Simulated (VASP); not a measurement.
# Si in VASP: single point with PBE

Aim: the single point of Si with PBE.

Program: VASP 6.6.1. These are calculated values, not measurements. Logs are shortened: lines on timing, memory, paths and dates and some standing lists are left out, and cuts for length are marked.

## Step 1: The cell of the first run

The typed cell holds 2 atoms: a = 2.561 Å, b = 4.639 Å, c = 2.514 Å, α = 90.00°, β = 90.00°, γ = 90.00°.

## Step 2: Single point, PBE

Contents of INCAR:

```
  PREC = Accurate
  ENCUT = 500
  EDIFF = 1E-6
  ISMEAR = 0
  SIGMA = 0.1
  LREAL = F
  LASPH = T
  NELM = 120
  ALGO = Normal
  ISIF = 2
  LWAVE = F
  LCHARG = F
  GGA = PE
  NBANDS = 11
  GGA_COMPAT = F
```

Contents of KPOINTS:

```
regular mesh
0
Gamma
  6 4 8
```

Contents of POSCAR:

```
Si
1.0
    2.5614861068      0.0000000000      0.0000000000
    0.0000000000      4.6390347473      0.0000000000
    0.0000000000      0.0000000000      2.5137274595
Si
2
Direct
    0.5000000000      0.5000000000     -0.0000692769
    0.0000000000      0.0000000000      1.0000692769
```

Potentials or basis: VASP PAW PBE potentials, release 64 (Si).

Run with:

```sh
cat potpaw_PBE.64/Si/POTCAR > POTCAR
mpirun -np 1 vasp_std > vasp.out
```

OUTCAR:

```text
PREC = Accurate
   ENCUT = 500
   EDIFF = 1E-6
   ISMEAR = 0
   LREAL = F
   LASPH = T
   NELM = 120
   ISIF = 2
   GGA = PE

 ion  position               nearest neighbor table
   1  0.500  0.500  1.000-   2 2.65   2 2.65   2 2.65   2 2.65
   2  0.000  0.000  0.000-   1 2.65   1 2.65   1 2.65   1 2.65

  LATTYP: Found a simple orthorhombic cell.
 ALAT       =     2.5137274595
 B/A-ratio  =     1.0189991350
 C/A-ratio  =     1.8454803960

  Lattice vectors:

 A1 = (   0.0000000000,   0.0000000000,   2.5137274595)
 A2 = (   2.5614861068,   0.0000000000,   0.0000000000)
 A3 = (   0.0000000000,   4.6390347473,   0.0000000000)

Analysis of symmetry for initial positions (statically):
=====================================================================
 Subroutine PRICEL returns:
 Original cell was already a primitive cell.

 Routine SETGRP: Setting up the symmetry group for a
 simple orthorhombic supercell.

 Subroutine GETGRP returns: Found  8 space group operations
 (whereof  4 operations were pure point group operations)
 out of a pool of  8 trial point group operations.

The static configuration has the point symmetry C_2v.
 The point group associated with its full space group is D_2h.

Analysis of symmetry for dynamics (positions and initial velocities):
=====================================================================
 Subroutine PRICEL returns:
 Original cell was already a primitive cell.

 Routine SETGRP: Setting up the symmetry group for a
 simple orthorhombic supercell.

 Subroutine GETGRP returns: Found  8 space group operations
 (whereof  4 operations were pure point group operations)
 out of a pool of  8 trial point group operations.

The dynamic configuration has the point symmetry C_2v.
 The point group associated with its full space group is D_2h.

 Subroutine INISYM returns: Found  8 space group operations
 (whereof  4 operations are pure point group operations),
 and found     1 'primitive' translations

----------------------------------------------------------------------------------------

                                     Primitive cell

  volume of cell :      29.8702

  direct lattice vectors                    reciprocal lattice vectors
     2.561486107  0.000000000  0.000000000     0.390398370  0.000000000  0.000000000
     0.000000000  4.639034747  0.000000000     0.000000000  0.215562084  0.000000000
     0.000000000  0.000000000  2.513727460     0.000000000  0.000000000  0.397815601

  length of vectors
     2.561486107  4.639034747  2.513727460     0.390398370  0.215562084  0.397815601

  position of ions in fractional coordinates (direct lattice)
     0.500000000  0.500000000  0.999930723
     0.000000000  0.000000000  0.000069277

  ion indices of the primitive-cell ions
   primitive index   ion index
                 1           1
                 2           2

----------------------------------------------------------------------------------------

 KPOINTS: regular mesh

Automatic generation of k-mesh.
 Grid dimensions read from file:
 generate k-points for:    6    4    8

 Generating k-lattice:

  Cartesian coordinates                     Fractional coordinates (reciprocal lattice)
     0.065066395  0.000000000  0.000000000     0.166666667  0.000000000  0.000000000
     0.000000000  0.053890521  0.000000000     0.000000000  0.250000000  0.000000000
     0.000000000  0.000000000  0.049726950     0.000000000  0.000000000  0.125000000

  Length of vectors
     0.065066395  0.053890521  0.049726950

  Shift w.r.t. Gamma in fractional coordinates (k-lattice)
     0.000000000  0.000000000  0.000000000

 Subroutine IBZKPT returns following result:
 ===========================================

 Found     60 irreducible k-points:

 Following reciprocal coordinates:
            Coordinates               Weight
  0.000000  0.000000  0.000000      1.000000
  0.166667  0.000000  0.000000      2.000000
  0.333333  0.000000  0.000000      2.000000
  0.500000  0.000000  0.000000      1.000000
  0.000000  0.250000  0.000000      2.000000
  0.166667  0.250000  0.000000      4.000000
[... 16 lines left out ...]
  0.333333  0.500000  0.125000      4.000000
  0.500000  0.500000  0.125000      2.000000
 [... further k-points ...]
   k-points           NKPTS =     60   k-points in BZ     NKDIM =     60   number of bands    NBANDS=     11
   number of dos      NEDOS =    301   number of ions     NIONS =      2
   total plane-waves  NPLWV =  12960
   dimension x,y,z NGX =    20 NGY =   36 NGZ =   18
   dimension x,y,z NGXF=    40 NGYF=   72 NGZF=   36
   ions per type =               2
   NGX,Y,Z   is equivalent  to a cutoff of  12.98, 12.90, 11.90 a.u.
   NGXF,Y,Z  is equivalent  to a cutoff of  25.96, 25.80, 23.81 a.u.
 SYSTEM =  unknown system
   PREC   = accura    normal or accurate (medium, high low for compatibility)
   ISTART =      0    job   : 0-new  1-cont  2-samecut
   ICHARG =      2    charge: 1-file 2-atom 10-const
   ISPIN  =      1    spin polarized calculation?
   LNONCOLLINEAR =      F non collinear calculations
   LSORBIT =      F    spin-orbit coupling
   LASPH  =      T    aspherical Exc in radial PAW
   ENCUT  =  500.0 eV  36.75 Ry    6.06 a.u.   4.67  8.46  4.58*2*pi/ulx,y,z
   NELM   =    120;   NELMIN=  2; NELMDL= -5     # of ELM steps
   EDIFF  = 0.1E-05   stopping-criterion for ELM
   LREAL  =      F    real-space projection
   EDIFFG = 0.1E-04   stopping-criterion for IOM
   NSW    =      0    number of steps for IOM
   IBRION =     -1    ionic relax: 0-MD 1-quasi-New 2-CG
   NFREE  =      0    steps in history (QN), initial steepest desc. (CG)
   ISIF   =      2    stress and relaxation
   ISYM   =      2    0-nonsym 1-usesym 2-fastsym
   POTIM  = 0.5000    time-step for ionic-motion
   TEBEG  =    0.0;   TEEND  =   0.0 temperature during run
   PSTRESS=    0.0 pullay stress
   NELECT =       8.0000    total number of electrons
   NUPDOWN=      -1.0000    fix difference up-down
   EMIN   =  10.00;   EMAX   =-10.00  energy-range for DOS
   EFERMI =   0.00;   METHOD = LEGACY
   ISMEAR =     0;   SIGMA  =   0.10  broadening in eV -4-tet -1-fermi 0-gaus
   EFERMI_NEDOS =   21; number of points for ismear=-14 and -15
   IALGO  =     38    algorithm
   IMIX   =      4    mixing-type and parameters
     AMIX     =   0.40;   BMIX     =  1.00
     AMIX_MAG =   1.60;   BMIX_MAG =  1.00
  volume/ion in A,a.u.               =      14.94       100.79
  Fermi-wavevector in a.u.,A,eV,Ry     =   1.055259  1.994150 15.151048  1.113571
  Thomas-Fermi vector in A             =   2.190450
   LORBIT       =      0    0 simple, 1 ext, 2 COOP (PROOUT), +10 PAW based schemes
   GGA     = PE    functional components
   LHFCALC =     F    Hartree Fock is set to
   AEXX    =    0.0000 exact exchange contribution
   IVDW    =     0    specifies the selected vdW correction
   LEPSILON=     F    determine dielectric tensor
   LRPA    =     F    only Hartree local field effects (RPA)
 non-spin polarized calculation
 Gauss-broadening in eV      SIGMA  =   0.10
  energy-cutoff  :      500.00
  volume of cell :       29.87
 maximum number of plane-waves:       781
 NGX is ok and might be reduce to    20
   NGX =  9   NGY = 17   NGZ =  9

 number of electron       7.9999999 magnetization

 Free energy of the ion-electron system (eV)
  ---------------------------------------------------
  ext. energy  EPLUGINS =         0.00000000
  ---------------------------------------------------
  free energy    TOTEN  =       -10.25411516 eV

  energy without entropy =      -10.25130634  energy(sigma->0) =      -10.25271075

 E-fermi :   9.6207     XC(G=0): -10.9966

 val. band max:        9.3402257749   @ k =   0.0000   0.2500   0.3750
 cond. band min:       9.6279178662   @ k =   0.1667   0.5000   0.2500
 fundamental gap:      0.2876920913
 Fermi energy:         9.6206532865

 k-point     1 :       0.0000    0.0000    0.0000
  band No.  band energies     occupation
      1      -4.5356      2.00000
      2       1.5647      2.00000
      3       2.6370      2.00000
      4      15.7176      0.00000
      5      16.6581      0.00000
      6      16.7292      0.00000
      7      16.7437      0.00000
      8      19.4018      0.00000
      9      20.5302      0.00000
     10      21.0987      0.00000
     11      21.2942      0.00000

 k-point     2 :       0.1667    0.0000    0.0000
  band No.  band energies     occupation
      1      -3.9227      2.00000
      2       2.1586      2.00000
      3       3.2224      2.00000
      4      10.2101      0.00000
      5      14.9020      0.00000
      6      16.7761      0.00000
      7      17.2614      0.00000
      8      18.7958      0.00000
      9      21.5374      0.00000
     10      21.7092      0.00000
     11      22.1571      0.00000

 k-point     3 :       0.3333    0.0000    0.0000
  band No.  band energies     occupation
      1      -2.0973      2.00000
      2       3.8323      2.00000
      3       4.9776      2.00000
      4       5.1673      2.00000
      5      10.6493      0.00000
      6      11.9267      0.00000
      7      18.7976      0.00000
      8      20.2064      0.00000
      9      22.6357      0.00000
     10      22.8192      0.00000
     11      24.7370      0.00000

 k-point     4 :       0.5000    0.0000    0.0000
  band No.  band energies     occupation
      1       0.8976      2.00000
      2       0.8976      2.00000
      3       6.8484      2.00000
      4       6.8484      2.00000
      5       7.8937      2.00000
      6       7.8937      2.00000
      7      21.2054      0.00000
      8      21.2054      0.00000
      9      22.7936      0.00000
     10      22.7936      0.00000
     11      25.3133      0.00000

 k-point     5 :       0.0000    0.2500    0.0000
  band No.  band energies     occupation
      1      -4.1162      2.00000
      2      -0.8102      2.00000
      3       5.7569      2.00000
      4      14.5657      0.00000
      5      16.0732      0.00000
      6      16.8796      0.00000
      7      17.0965      0.00000
      8      17.8275      0.00000
      9      18.8620      0.00000
     10      19.8161      0.00000
     11      22.0657      0.00000
[... 211 lines left out ...]
 k-point    21 :       0.0000    0.5000    0.1250
  band No.  band energies     occupation
      1      -2.5180      2.00000
      2      -2.5180      2.00000
      3      10.2023      0.00000
      4      10.2023      0.00000
      5      14.0370      0.00000
      6      14.0370      0.00000
      7      17.4213      0.00000
      8      17.4213      0.00000
      9      19.5131      0.00000
     10      19.5131      0.00000
     11      25.1492      0.00000

 k-point    22 :       0.1667    0.5000    0.1250
  band No.  band energies     occupation
      1      -1.9118      2.00000
      2      -1.9118      2.00000
      3      10.6414      0.00000
      4      10.6414      0.00000
      5      12.0160      0.00000
      6      12.0160      0.00000
      7      15.2043      0.00000
      8      15.2043      0.00000
      9      23.6281      0.00000
     10      23.6281      0.00000
     11      24.7160      0.00000

 k-point    23 :       0.3333    0.5000    0.1250
  band No.  band energies     occupation
      1      -0.1086      2.00000
      2      -0.1086      2.00000
      3       6.9277      2.00000
      4       6.9277      2.00000
      5      12.4805      0.00000
      6      12.4805      0.00000
      7      16.3359      0.00000
      8      16.3359      0.00000
      9      19.9848      0.00000
     10      19.9848      0.00000
     11      23.6155      0.00000

 k-point    24 :       0.5000    0.5000    0.1250
  band No.  band energies     occupation
      1       2.5883      2.00000
      2       2.5883      2.00000
      3       3.1564      2.00000
      4       3.1564      2.00000
      5      14.6283      0.00000
      6      14.6283      0.00000
      7      15.5396      0.00000
      8      15.5396      0.00000
      9      19.8679      0.00000
     10      19.8679      0.00000
     11      20.4321      0.00000

 [... further k-points ...]
[... 5 lines left out ...]
  --------------------------------------------------------------------------------------
  -------------------------------------------------------------------------------------
  Total        0.0025026     -0.0305145     -0.0188474      0.0000000      0.0000000      0.0000000
  in kB        0.1342327     -1.6367371     -1.0109374      0.0000000      0.0000000      0.0000000
  external PRESSURE =      -0.8378139 kB  Pullay stress =       0.0000000 kB

 VOLUME and BASIS-vectors are now :
 -----------------------------------------------------------------------------
  energy-cutoff  :      500.00
  volume of cell :       29.87
      direct lattice vectors                 reciprocal lattice vectors
     2.561486107  0.000000000  0.000000000     0.390398370  0.000000000  0.000000000
     0.000000000  4.639034747  0.000000000     0.000000000  0.215562084  0.000000000
     0.000000000  0.000000000  2.513727460     0.000000000  0.000000000  0.397815601

 POSITION                                       TOTAL-FORCE (eV/Angst)
 -----------------------------------------------------------------------------------
      1.28074      2.31952      2.51355         0.000000      0.000000      0.000303
      0.00000      0.00000      0.00017         0.000000      0.000000     -0.000303
 -----------------------------------------------------------------------------------
    total drift:                                0.000000     -0.000000      0.000000

  FREE ENERGIE OF THE ION-ELECTRON SYSTEM (eV)
  ---------------------------------------------------
  free  energy   TOTEN  =       -10.2541151593 eV

  energy  without entropy=      -10.2513063383  energy(sigma->0) =      -10.25271075
```

Wall time 14 s (1 thread of AMD EPYC 7R43 (Zen 3), shared host); peak memory 0.1 GiB.

Results:

| Quantity | Value |
| --- | --- |
| Free energy | -10.2541 eV |
| Pressure | -0.1 GPa |
| Band gap on the k mesh | zero (bands 4 and 5 overlap by 8.56 eV) |

Caveat: the k points lie up to 0.41 Å⁻¹ apart, too coarse for converged energies and pressures of a metal.

The gap in the log of VASP goes by the Fermi energy; the results here count the filled bands.